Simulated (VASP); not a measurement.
# CsSnI3 (Pm-3m) in VASP: single point with PBEsol

Aim: the single point of CsSnI3 with PBEsol.

Program: VASP 6.6.1. These are calculated values, not measurements. Logs are shortened: lines on timing, memory, paths and dates and some standing lists are left out, and cuts for length are marked.

## 1. The cell of the first run

The structure is cubic, space group Pm-3m (No. 221). Conventional cell: a = 6.502 Å, b = 6.502 Å, c = 6.502 Å, α = 90.00°, β = 90.00°, γ = 90.00°. Within 4.3 Å of Sn (site symmetry m-3m) lie 6 I at 3.25 Å. Within 4.3 Å of I (site symmetry 4/mmm) lie 2 Sn at 3.25 Å.

## 2. Single point, PBEsol (equal strain along all axes, cell held: +6.0 %)

File INCAR:

```
SYSTEM = CsSnI3
ALGO = Normal
EDIFF = 1E-7
ENCUT = 520
GGA = PS
ISIF = 2
ISMEAR = 0
LASPH = .True.
LCHARG = .True.
LELF = .True.
LREAL = .False.
LVHAR = .True.
LWAVE = .False.
NBANDS = 30
NELM = 100
PREC = Accurate
SIGMA = 0.01
```

File KPOINTS:

```
k-points
0
Gamma
  6 6 6
  0 0 0
```

File POSCAR:

```
CsSnI3
1.0
    6.5021156810      0.0000000000      0.0000000000
    0.0000000000      6.5021156810      0.0000000000
    0.0000000000      0.0000000000      6.5021156810
Cs Sn I
1 1 3
Direct
    0.0000000000      0.0000000000      0.0000000000
    0.5000000000      0.5000000000      0.5000000000
    0.0000000000      0.5000000000      0.5000000000
    0.5000000000      0.0000000000      0.5000000000
    0.5000000000      0.5000000000      0.0000000000
```

Potentials or basis: VASP PAW PBE potentials, release 64 (Cs_sv, Sn_d, I).

Run with:

```bash
$ cat potpaw_PBE.64/Cs_sv/POTCAR potpaw_PBE.64/Sn_d/POTCAR potpaw_PBE.64/I/POTCAR > POTCAR
$ mpirun -np 1 vasp_std > vasp.out
```

OUTCAR:

```text
SYSTEM = CsSnI3
   EDIFF = 1E-7
   ENCUT = 520
   GGA = PS
   ISIF = 2
   ISMEAR = 0
   LASPH = .True.
   LREAL = .False.
   NELM = 100
   PREC = Accurate

 ion  position               nearest neighbor table
   1  0.000  0.000  0.000-
   2  0.500  0.500  0.500-   3 3.25   4 3.25   5 3.25   5 3.25   4 3.25   3 3.25
   3  0.000  0.500  0.500-   2 3.25   2 3.25
   4  0.500  0.000  0.500-   2 3.25   2 3.25
   5  0.500  0.500  0.000-   2 3.25   2 3.25

  LATTYP: Found a simple cubic cell.
 ALAT       =     6.5021156810

  Lattice vectors:

 A1 = (   6.5021156810,   0.0000000000,   0.0000000000)
 A2 = (   0.0000000000,   6.5021156810,   0.0000000000)
 A3 = (   0.0000000000,   0.0000000000,   6.5021156810)

Analysis of symmetry for initial positions (statically):
=====================================================================
 Subroutine PRICEL returns:
 Original cell was already a primitive cell.

 Routine SETGRP: Setting up the symmetry group for a
 simple cubic supercell.

 Subroutine GETGRP returns: Found 48 space group operations
 (whereof 48 operations were pure point group operations)
 out of a pool of 48 trial point group operations.

The static configuration has the point symmetry O_h .

Analysis of symmetry for dynamics (positions and initial velocities):
=====================================================================
 Subroutine PRICEL returns:
 Original cell was already a primitive cell.

 Routine SETGRP: Setting up the symmetry group for a
 simple cubic supercell.

 Subroutine GETGRP returns: Found 48 space group operations
 (whereof 48 operations were pure point group operations)
 out of a pool of 48 trial point group operations.

The dynamic configuration has the point symmetry O_h .

 Subroutine INISYM returns: Found 48 space group operations
 (whereof 48 operations are pure point group operations),
 and found     1 'primitive' translations

----------------------------------------------------------------------------------------

                                     Primitive cell

  volume of cell :     274.8932

  direct lattice vectors                    reciprocal lattice vectors
     6.502115681  0.000000000  0.000000000     0.153796095  0.000000000  0.000000000
     0.000000000  6.502115681  0.000000000     0.000000000  0.153796095  0.000000000
     0.000000000  0.000000000  6.502115681     0.000000000  0.000000000  0.153796095

  length of vectors
     6.502115681  6.502115681  6.502115681     0.153796095  0.153796095  0.153796095

  position of ions in fractional coordinates (direct lattice)
     0.000000000  0.000000000  0.000000000
     0.500000000  0.500000000  0.500000000
     0.000000000  0.500000000  0.500000000
     0.500000000  0.000000000  0.500000000
     0.500000000  0.500000000  0.000000000

  ion indices of the primitive-cell ions
   primitive index   ion index
                 1           1
                 2           2
                 3           3
                 4           4
                 5           5

----------------------------------------------------------------------------------------

 KPOINTS: k-points

Automatic generation of k-mesh.
 Grid dimensions read from file:
 generate k-points for:    6    6    6

 Generating k-lattice:

  Cartesian coordinates                     Fractional coordinates (reciprocal lattice)
     0.025632682  0.000000000  0.000000000     0.166666667  0.000000000  0.000000000
     0.000000000  0.025632682  0.000000000     0.000000000  0.166666667  0.000000000
     0.000000000  0.000000000  0.025632682     0.000000000  0.000000000  0.166666667

  Length of vectors
     0.025632682  0.025632682  0.025632682

  Shift w.r.t. Gamma in fractional coordinates (k-lattice)
     0.000000000  0.000000000  0.000000000

 Subroutine IBZKPT returns following result:
 ===========================================

 Found     20 irreducible k-points:

 Following reciprocal coordinates:
            Coordinates               Weight
  0.000000  0.000000  0.000000      1.000000
  0.166667  0.000000  0.000000      6.000000
  0.333333  0.000000  0.000000      6.000000
  0.500000  0.000000  0.000000      3.000000
  0.166667  0.166667  0.000000     12.000000
  0.333333  0.166667  0.000000     24.000000
[... 12 lines left out ...]
  0.500000  0.500000  0.333333      6.000000
  0.500000  0.500000  0.500000      1.000000
   k-points           NKPTS =     20   k-points in BZ     NKDIM =     20   number of bands    NBANDS=     30
   number of dos      NEDOS =    301   number of ions     NIONS =      5
   total plane-waves  NPLWV = 110592
   dimension x,y,z NGX =    48 NGY =   48 NGZ =   48
   dimension x,y,z NGXF=    96 NGYF=   96 NGZF=   96
   ions per type =               1   1   3
   NGX,Y,Z   is equivalent  to a cutoff of  12.27, 12.27, 12.27 a.u.
   NGXF,Y,Z  is equivalent  to a cutoff of  24.55, 24.55, 24.55 a.u.
 SYSTEM =  CsSnI3
   PREC   = accura    normal or accurate (medium, high low for compatibility)
   ISTART =      0    job   : 0-new  1-cont  2-samecut
   ICHARG =      2    charge: 1-file 2-atom 10-const
   ISPIN  =      1    spin polarized calculation?
   LNONCOLLINEAR =      F non collinear calculations
   LSORBIT =      F    spin-orbit coupling
   LASPH  =      T    aspherical Exc in radial PAW
   ENCUT  =  520.0 eV  38.22 Ry    6.18 a.u.  12.09 12.09 12.09*2*pi/ulx,y,z
   NELM   =    100;   NELMIN=  2; NELMDL= -5     # of ELM steps
   EDIFF  = 0.1E-06   stopping-criterion for ELM
   LREAL  =      F    real-space projection
   EDIFFG = 0.1E-05   stopping-criterion for IOM
   NSW    =      0    number of steps for IOM
   IBRION =     -1    ionic relax: 0-MD 1-quasi-New 2-CG
   NFREE  =      0    steps in history (QN), initial steepest desc. (CG)
   ISIF   =      2    stress and relaxation
   ISYM   =      2    0-nonsym 1-usesym 2-fastsym
   POTIM  = 0.5000    time-step for ionic-motion
   TEBEG  =    0.0;   TEEND  =   0.0 temperature during run
   PSTRESS=    0.0 pullay stress
   NELECT =      44.0000    total number of electrons
   NUPDOWN=      -1.0000    fix difference up-down
   EMIN   =  10.00;   EMAX   =-10.00  energy-range for DOS
   EFERMI =   0.00;   METHOD = LEGACY
   ISMEAR =     0;   SIGMA  =   0.01  broadening in eV -4-tet -1-fermi 0-gaus
   EFERMI_NEDOS =   21; number of points for ismear=-14 and -15
   IALGO  =     38    algorithm
   IMIX   =      4    mixing-type and parameters
     AMIX     =   0.40;   BMIX     =  1.00
     AMIX_MAG =   1.60;   BMIX_MAG =  1.00
  volume/ion in A,a.u.               =      54.98       371.01
  Fermi-wavevector in a.u.,A,eV,Ry     =   0.888869  1.679719 10.749798  0.790088
  Thomas-Fermi vector in A             =   2.010355
   LORBIT       =      0    0 simple, 1 ext, 2 COOP (PROOUT), +10 PAW based schemes
   GGA     = PS    functional components
   LHFCALC =     F    Hartree Fock is set to
   AEXX    =    0.0000 exact exchange contribution
   IVDW    =     0    specifies the selected vdW correction
   LEPSILON=     F    determine dielectric tensor
   LRPA    =     F    only Hartree local field effects (RPA)
 non-spin polarized calculation
 Gauss-broadening in eV      SIGMA  =   0.01
  energy-cutoff  :      520.00
  volume of cell :      274.89
 maximum number of plane-waves:      7442
   NGX = 25   NGY = 25   NGZ = 25

 number of electron      44.0000010 magnetization

 Free energy of the ion-electron system (eV)
  ---------------------------------------------------
  ext. energy  EPLUGINS =         0.00000000
  ---------------------------------------------------
  free energy    TOTEN  =       -14.74455415 eV

  energy without entropy =      -14.74455415  energy(sigma->0) =      -14.74455415

 E-fermi :   1.2357     XC(G=0):  -7.1079

 val. band max:        1.1610011394   @ k =   0.5000   0.5000   0.5000
 cond. band min:       1.9575428715   @ k =   0.5000   0.5000   0.5000
 fundamental gap:      0.7965417321
 Fermi energy:         1.2357428461

 k-point     1 :       0.0000    0.0000    0.0000
  band No.  band energies     occupation
      1     -20.5817      2.00000
      2     -20.4520      2.00000
      3     -20.4520      2.00000
      4     -20.4449      2.00000
      5     -20.4449      2.00000
      6     -20.4449      2.00000
[... 22 lines left out ...]
     29       5.5821      0.00000
     30       5.5821      0.00000

 k-point     2 :       0.1667    0.0000    0.0000
  band No.  band energies     occupation
      1     -20.5817      2.00000
      2     -20.4520      2.00000
      3     -20.4519      2.00000
      4     -20.4449      2.00000
      5     -20.4449      2.00000
      6     -20.4449      2.00000
[... 22 lines left out ...]
     29       5.4884      0.00000
     30       5.7523      0.00000

 k-point     3 :       0.3333    0.0000    0.0000
  band No.  band energies     occupation
      1     -20.5816      2.00000
      2     -20.4520      2.00000
      3     -20.4516      2.00000
      4     -20.4450      2.00000
      5     -20.4450      2.00000
      6     -20.4449      2.00000
[... 22 lines left out ...]
     29       5.7352      0.00000
     30       6.2811      0.00000

 k-point     4 :       0.5000    0.0000    0.0000
  band No.  band energies     occupation
      1     -20.5815      2.00000
      2     -20.4520      2.00000
      3     -20.4514      2.00000
      4     -20.4450      2.00000
      5     -20.4450      2.00000
      6     -20.4449      2.00000
[... 484 lines left out ...]
     29       6.0524      0.00000
     30       6.6385      0.00000

 k-point    19 :       0.5000    0.5000    0.3333
  band No.  band energies     occupation
      1     -20.5813      2.00000
      2     -20.4512      2.00000
      3     -20.4511      2.00000
      4     -20.4450      2.00000
      5     -20.4450      2.00000
      6     -20.4450      2.00000
[... 22 lines left out ...]
     29       5.8961      0.00000
     30       6.7575      0.00000

 k-point    20 :       0.5000    0.5000    0.5000
  band No.  band energies     occupation
      1     -20.5813      2.00000
      2     -20.4511      2.00000
      3     -20.4511      2.00000
      4     -20.4450      2.00000
      5     -20.4450      2.00000
      6     -20.4450      2.00000
[... 22 lines left out ...]
     29       5.7976      0.00000
     30       6.9173      0.00000

------------------------ aborting loop because EDIFF is reached ----------------------------------------

  FORCE on cell =-STRESS in cart. coord.  units (eV):
  Direction    XX          YY          ZZ          XY          YZ          ZX
  --------------------------------------------------------------------------------------
  -------------------------------------------------------------------------------------
  Total       -3.6093404     -3.6093404     -3.6093404     -0.0000000     -0.0000000     -0.0000000
  in kB      -21.0365421    -21.0365421    -21.0365421     -0.0000000     -0.0000000     -0.0000000
  external PRESSURE =     -21.0365421 kB  Pullay stress =       0.0000000 kB

 VOLUME and BASIS-vectors are now :
 -----------------------------------------------------------------------------
  energy-cutoff  :      520.00
  volume of cell :      274.89
      direct lattice vectors                 reciprocal lattice vectors
     6.502115681  0.000000000  0.000000000     0.153796095  0.000000000  0.000000000
     0.000000000  6.502115681  0.000000000     0.000000000  0.153796095  0.000000000
     0.000000000  0.000000000  6.502115681     0.000000000  0.000000000  0.153796095

 POSITION                                       TOTAL-FORCE (eV/Angst)
 -----------------------------------------------------------------------------------
      0.00000      0.00000      0.00000         0.000000      0.000000      0.000000
      3.25106      3.25106      3.25106         0.000000      0.000000      0.000000
      0.00000      3.25106      3.25106         0.000000      0.000000      0.000000
      3.25106      0.00000      3.25106         0.000000      0.000000      0.000000
      3.25106      3.25106      0.00000         0.000000      0.000000      0.000000
 -----------------------------------------------------------------------------------
    total drift:                                0.000000     -0.000000     -0.000000

  FREE ENERGIE OF THE ION-ELECTRON SYSTEM (eV)
  ---------------------------------------------------
  free  energy   TOTEN  =       -14.7445541499 eV

  energy  without entropy=      -14.7445541499  energy(sigma->0) =      -14.74455415
```

It took 2.6 min on 1 thread of Intel Xeon Platinum 8259CL at 2.50GHz (Skylake/Cascade Lake), shared host; peak memory 0.43 GiB.

Results:

* Free energy: -14.7446 eV
* Pressure: -2.1 GPa
* Band gap on the k mesh: 0.80 eV, direct

Levels at points of the mesh, in eV from the valence-band top:
| k point | band 19 | band 20 | band 21 | band 22 | band 23 | band 24 | band 25 | band 26 |
| --- | --- | --- | --- | --- | --- | --- | --- | --- |
| (0.00, 0.00, 0.00) | -1.48 | -1.38 | -1.38 | -1.38 | 2.72 | 3.92 | 3.92 | 4.24 |
| (0.50, 0.00, 0.00) | -1.59 | -1.46 | -1.46 | -1.11 | 1.46 | 4.07 | 4.18 | 4.18 |
| (0.50, 0.50, 0.00) | -1.71 | -1.71 | -1.03 | -0.55 | 1.17 | 1.17 | 3.94 | 4.65 |
| (0.50, 0.50, 0.50) | -1.02 | -1.02 | -1.02 | 0.00 | 0.80 | 0.80 | 0.80 | 3.64 |

Caveat: the cell differs from its parent crystal (equal strain along all axes, cell held: +6.0 %); the PAW data sets were made with another functional, which shifts forces and pressure a little; spin-orbit coupling is left out, which moves the levels of the heavy elements. A k mesh can miss the band edges.
